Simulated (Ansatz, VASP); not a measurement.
Two plane-wave programs on CdP2C

```
Cd P C
1.0
     3.23738    0.00000    0.00000
     0.00000    3.23738    0.00000
     0.00000    0.00000    5.84993
Cd P C
1 2 1
Direct
  0.00000 0.00000 0.00000
  0.00000 0.50000 0.32654
  0.50000 0.00000 0.67346
  0.50000 0.50000 0.50000
```

Alike in both runs: task single point; functional r2SCAN; k mesh 6 × 6 × 4; occupations fermi-dirac, width 0.02 eV; no spin polarisation.

```csv
,VASP,Ansatz
version,VASP 6.6.1,Ansatz 0.2.0
potentials or method,"VASP PAW PBE potentials, release 64 (Cd, P, C)","plane waves, PAW"
plane-wave cutoff (eV),520,500
valence electrons in the cell,26,34
```

Ansatz gave:

* pressure (GPa): 7.0
* rms of the force components (eV/Å): 0.035

Task: Estimate VASP's values.

Result: Pressure (GPa): 7.0; rms of the force components (eV/Å): 0.070.

VASP's potentials were made for PBE, not for r2SCAN. VASP's potentials hold 26 valence electrons a cell and Ansatz's 34, so a difference there can come from the potentials and not from the codes.
